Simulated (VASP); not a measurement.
Input of a VASP 6.6.1 run:

INCAR

```
PREC = Accurate
ENCUT = 520
EDIFF = 1E-8
ISMEAR = -1
SIGMA = 0.03
LREAL = F
LASPH = T
NELM = 60
ALGO = Normal
ISIF = 2
LWAVE = F
LCHARG = F
GGA = PE
LEFG = T
NBANDS = 17
```

Contents of KPOINTS:

```
Automatic mesh
0
Gamma
  11 11 11
```

Contents of POSCAR:

```
BiAs
1.0
    0.0000000000      3.0364918153      3.0364918153
    3.0364918153      0.0000000000      3.0364918153
    3.0364918153      3.0364918153      0.0000000000
As Bi
1 1
Direct
    0.0000000000      0.0000000000      0.0000000000
    0.5000000000      0.5000000000      0.5000000000
```

Potentials or basis: VASP PAW PBE potentials, release 64 (As, Bi_d).

Launch:

```bash
$ cat potpaw_PBE.64/As/POTCAR potpaw_PBE.64/Bi_d/POTCAR > POTCAR
$ mpirun -np 1 vasp_std > vasp.out
```

(1) Predict the band gap on the k mesh.

(2) Predict the pressure.

Results:

(1) 0.13 eV (least direct gap 0.39 eV).

(2) -1.2 GPa.

Caveat: spin-orbit coupling is left out, which moves the levels of the heavy elements; an odd mesh through Γ misses points on the zone boundary, where band edges can lie.
